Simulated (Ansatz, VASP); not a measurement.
**Ti3Al in VASP and in Ansatz**

The input INCAR:

```
PREC = Accurate
ENCUT = 520
EDIFF = 1E-6
ISMEAR = 0
SIGMA = 0.15
LREAL = F
LASPH = T
NELM = 100
ALGO = Fast
ISIF = 2
LWAVE = F
LCHARG = T
GGA = PS
LELF = T
LVHAR = T
NBANDS = 28
```

Contents of KPOINTS:

```
regular mesh
0
Gamma
  15 15 6
```

File POSCAR:

```
Ti3Al
1.0
    2.9770768115      0.0000000000      0.0000000000
   -1.4885384057      2.5782241478      0.0000000000
    0.0000000000      0.0000000000      8.6442402299
Ti Al
3 1
Direct
    0.6666666667      0.3333333333      0.0000000000
    0.3333333333      0.6666666667      0.7457017510
    0.3333333333      0.6666666667      0.2542982490
    0.6666666667      0.3333333333      0.5000000000
```

Input for Ansatz:

```yaml
crystal:
  lattice:
    - [2.9770768115, 0.0, 0.0]
    - [-1.4885384057, 2.5782241478, 0.0]
    - [0.0, 0.0, 8.6442402299]
  atoms:
    - { symbol: Ti, position: [0.6666666667, 0.3333333333, 0.0] }
    - { symbol: Ti, position: [0.3333333333, 0.6666666667, 0.745701751] }
    - { symbol: Ti, position: [0.3333333333, 0.6666666667, 0.254298249] }
    - { symbol: Al, position: [0.6666666667, 0.3333333333, 0.5] }
basis:
  ecutwfc: 520.0
kpoints:
  mp_grid: { grid: [15, 15, 6] }
hamiltonian:
  xc: pbesol
  pseudopotentials: { kind: paw, azcp: { folder: soft_1 } }
scf:
  occupations: { method: gaussian, width: 0.15 }
output:
  forces: true
  stress: true
  eigenvalues: true
```

Alike in both runs: task single point; functional PBEsol; k mesh 15 × 15 × 6; occupations gaussian, width 0.15 eV; no spin polarisation.

```csv
,VASP,Ansatz
version,VASP 6.6.1,Ansatz 0.2.0
potentials or method,"VASP PAW PBE potentials, release 64 (Ti_sv, Al), cutoff 520 eV","scalar-relativistic, plane waves, PAW"
valence electrons in the cell,39,39
```

|  | VASP | Ansatz | Ansatz less VASP |
| --- | --- | --- | --- |
| gap on the k mesh at the Fermi level (eV) | none | none | - |
| pressure (GPa) | 0.9 | 1.0 | +0.09 |
| traceless stress, the component that is largest in VASP (GPa) | 9.01 | 9.00 | -0.007 |
| rms of the force components (eV/Å) | 0.241 | 0.236 | -0.0054 |

VASP's potentials were made for PBE, not for PBEsol, and Ansatz warns of the same on its side. Atom by atom the forces differ by 0.005 eV/Å (rms over components). A gap of «none» marks a metal or a gap that the smearing closes. The functional is the same, so the differences come from potentials, cutoffs and numerics.
